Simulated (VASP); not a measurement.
Cu:

```xyz
2
Lattice="2.8700 0.0000 0.0000 0.0000 2.8700 0.0000 0.0000 0.0000 2.8700" Properties=species:S:1:pos:R:3 pbc="T T T"
Cu    0.0000    0.0000    0.0000
Cu    1.4350    1.4350    1.4350
```

| Item | Value |
| --- | --- |
| Program | VASP 6.6.1 |
| Task | relaxation of volume and atoms at fixed shape |
| Functional | r2SCAN |
| Potentials or basis | VASP PAW PBE potentials, release 64 (Cu) |
| Cutoff | 600 eV |
| k mesh | 7 × 7 × 7 |
| Occupations | gaussian, width 0.05 eV |
| Spin | no spin polarisation |

At the start: pressure -3.2 GPa; volume 11.82 Å³/atom.

**Question.** How do energy, volume and symmetry change on relaxing?

**Answer.** Over 3 steps the energy falls by 2.9 meV/atom and the volume is 11.54 Å³/atom (-2.3 %); space group Im-3m (No. 229, to 0.05 Å).

The path:
| step | energy change (eV) | largest force (eV/Å) | pressure (GPa) | volume (Å³) |
| --- | --- | --- | --- | --- |
| 1 | 0.0000 | 0.0000 | -3.25 | 23.64 |
| 2 | -0.0045 | 0.0000 | 1.58 | 22.83 |
| 3 | -0.0057 | 0.0000 | -0.08 | 23.08 |

Final structure:
```yaml
crystal:
  lattice:
    - [2.84735, 0.00000, 0.00000]
    - [0.00000, 2.84735, 0.00000]
    - [0.00000, 0.00000, 2.84735]
  atoms:
    - { symbol: Cu, position: [0.00000, 0.00000, 0.00000] }
    - { symbol: Cu, position: [0.50000, 0.50000, 0.50000] }
```

Caveat: the PAW data sets were made with another functional, which shifts forces and pressure a little.
